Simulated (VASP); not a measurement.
Write the native input for VASP 6.6.1 that does the following.

* Task: single point
* Functional: PBE
* Potentials or basis: VASP PAW PBE potentials, release 64 (Si, Ge_d, P)
* Cutoff: 520 eV
* k mesh: 12 × 12 × 4
* Occupations: gaussian, width 0.1 eV
* Spin: no spin polarisation
* Dipole correction: no
* Further INCAR settings: ALGO = Normal; EDIFF = 1e-07; NBANDS = 28

The structure of Si2GeP3 lies in POSCAR:

```
Si2GeP3
1.0
    3.1842750591      0.0000000000      0.0000000000
    0.0000000000      3.1842750591      0.0000000000
    0.0000000000      0.0000000000      9.2153538819
Si Ge P
2 1 3
Direct
    0.5000000000      0.5000000000      0.3244966867
    0.5000000000      0.5000000000      0.6755033133
    0.5000000000      0.5000000000      0.0000000000
    0.0000000000      0.0000000000      0.7936436284
    0.0000000000      0.0000000000      0.2063563716
    0.0000000000      0.0000000000      0.5000000000
```

The input as run:

INCAR

```
SYSTEM = Si2GeP3
ALGO = Normal
EDIFF = 1E-7
ENCUT = 520
GGA = PE
ISIF = 2
ISMEAR = 0
LASPH = .TRUE.
LCHARG = .TRUE.
LELF = .TRUE.
LREAL = .FALSE.
LVHAR = .TRUE.
LWAVE = .FALSE.
NBANDS = 28
NELM = 100
PREC = Accurate
SIGMA = 0.1
```

KPOINTS

```
k-points
0
G
  12 12 4
  0 0 0
```

Potentials or basis: VASP PAW PBE potentials, release 64 (Si, Ge_d, P).

The run is started by

```console
$ cat potpaw_PBE.64/Si/POTCAR potpaw_PBE.64/Ge_d/POTCAR potpaw_PBE.64/P/POTCAR > POTCAR
$ mpirun -np 1 vasp_std > vasp.out
```

It gave:

| Item | Value |
| --- | --- |
| Pressure | -0.1 GPa |
| Largest force | 0.007 eV/Å |

Wall time 5.2 min on 1 thread of Oxide Virtual Turin-like Processor (shared host), peak memory 0.29 GiB.
